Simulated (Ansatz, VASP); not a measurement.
Two plane-wave programs on CaSe

Contents of POSCAR:

```
CaSe
1.0
    3.6347849047      0.0000000000      0.0000000000
    0.0000000000      3.6347849047      0.0000000000
    0.0000000000      0.0000000000      3.6347849047
Ca Se
1 1
Direct
    0.0000000000      0.0000000000      0.0000000000
    0.5000000000      0.5000000000      0.5000000000
```

INCAR.step1

```
SYSTEM = CaSe
ALGO = Normal ; EDIFF = 1E-4
ENCUT = 520 ; GGA = PE
ISMEAR = 0 ; LASPH = .True.
LCHARG = .False. ; LREAL = .False.
LWAVE = .True. ; NBANDS = 15
NELM = 100 ; PREC = Accurate
SIGMA = 0.01
```

Contents of INCAR.step2:

```
SYSTEM = CaSe
ALGO = Normal ; EDIFF = 1E-6
ENCUT = 520 ; ISIF = 2
ISMEAR = 0 ; ISTART = 1
LASPH = .True. ; LCHARG = .True.
LELF = .True. ; LMIXTAU = .True.
LREAL = .False. ; LVHAR = .True.
LWAVE = .False. ; METAGGA = R2SCAN
NBANDS = 15 ; NELM = 100
PREC = Accurate ; SIGMA = 0.01
```

Contents of KPOINTS:

```
k-points
0
Gamma
  8 8 8
  0 0 0
```

Input for Ansatz:

```yaml
crystal:
  lattice:
    - [3.6347849047, 0.0, 0.0]
    - [0.0, 3.6347849047, 0.0]
    - [0.0, 0.0, 3.6347849047]
  atoms:
    - { symbol: Ca, position: [0.0, 0.0, 0.0] }
    - { symbol: Se, position: [0.5, 0.5, 0.5] }
kpoints:
  mp_grid: { grid: [8, 8, 8] }
  band_path:
    path:
      - [0.0, 0.0, 0.0]
      - [0.0, 0.5, 0.0]
      - [0.5, 0.5, 0.0]
      - [0.5, 0.5, 0.5]
      - [0.0, 0.5, 0.5]
    npoints: 1
hamiltonian:
  xc: r2scan
scf:
  occupations: { method: fixed }
  n_extra_bands: 4
output:
  forces: true
  stress: true
  eigenvalues: true
```

Alike in both runs: task single point; functional r2SCAN; k mesh 8 × 8 × 8; no spin polarisation.

|  | VASP | Ansatz |
| --- | --- | --- |
| version | VASP 6.6.1 | Ansatz 0.2.0 |
| potentials or method | VASP PAW PBE potentials, release 64 (Ca_sv, Se) | plane waves, PAW |
| plane-wave cutoff (eV) | 520 | 500 |
| occupations | gaussian, width 0.01 eV | fixed |
| valence electrons in the cell | 16 | 26 |

Ansatz gave:

```
gap on the k mesh at the Fermi level (eV) : 1.24
pressure (GPa)                            : 0.0
```

Question: Which values does VASP return?

Answer: gap on the k mesh at the Fermi level (eV): 1.24; pressure (GPa): 0.2.

VASP's potentials were made for PBE, not for r2SCAN. VASP's potentials hold 16 valence electrons a cell and Ansatz's 26, so a difference there can come from the potentials and not from the codes.
